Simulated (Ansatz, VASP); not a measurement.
Pt in VASP and in Ansatz

```xyz
1
Lattice="-1.7360 1.5604 1.7360 1.3849 -1.5604 1.3849 1.7360 1.5604 -1.7360" Properties=species:S:1:pos:R:3 pbc="T T T"
Pt    0.0000    0.0000    0.0000
```

Change from the starting cell: engineering shear strain xz -0.2250, engineering shear strain yz +0.0000.

Alike in both runs: task single point; functional PBEsol; k mesh 20 × 20 × 20; occupations gaussian, width 0.15 eV; no spin polarisation.

|  | VASP | Ansatz |
| --- | --- | --- |
| version | VASP 6.6.1 | Ansatz 0.2.0 |
| potentials or method | VASP PAW PBE potentials, release 64 (Pt), cutoff 520 eV | scalar-relativistic, plane waves, PAW |
| valence electrons in the cell | 10 | 18 |

|  | VASP | Ansatz | Ansatz less VASP |
| --- | --- | --- | --- |
| gap on the k mesh at the Fermi level (eV) | none | none | - |
| pressure (GPa) | 19.5 | 19.8 | +0.31 |
| traceless stress, the component that is largest in VASP (GPa) | 37.81 | 37.98 | +0.168 |

VASP's potentials were made for PBE, not for PBEsol, and Ansatz warns of the same on its side. A gap of «none» marks a metal or a gap that the smearing closes. VASP's potentials hold 10 valence electrons a cell and Ansatz's 18, so a difference there can come from the potentials and not from the codes.

Neither program's run includes spin-orbit coupling.
